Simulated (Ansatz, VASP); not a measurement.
# B5P: VASP beside Ansatz

```
CELL_PARAMETERS angstrom
2.89281 0.00000 0.00000
-1.44641 2.50525 0.00000
0.00000 0.00000 6.94656
ATOMIC_POSITIONS crystal
B 0.33333 0.66667 0.68693
B 0.33333 0.66667 0.31307
B 0.66667 0.33333 0.31307
B 0.66667 0.33333 0.68693
B 0.00000 0.00000 0.50000
P 0.00000 0.00000 0.00000
```

Alike in both runs: functional PBE; k mesh 6 × 6 × 3; occupations gaussian, width 0.2 eV; no spin polarisation.

Ansatz relaxed the structure, and its values are those at the end. VASP's run is a single point on that final structure, the one shown.

|  | VASP | Ansatz |
| --- | --- | --- |
| version | VASP 6.6.1 | Ansatz 0.2.0 |
| potentials or method | VASP PAW PBE potentials, release 64 (B, P), cutoff 500 eV | scalar-relativistic, plane waves, PAW |
| valence electrons in the cell | 20 | 20 |

```tsv
	VASP	Ansatz	Ansatz less VASP
gap on the k mesh at the Fermi level (eV)	none	none	-
pressure (GPa)	0.2	0.2	-0.01
```

A gap of «none» marks a metal or a gap that the smearing closes.

The k mesh is coarse, so the values compare programs but aren't converged.
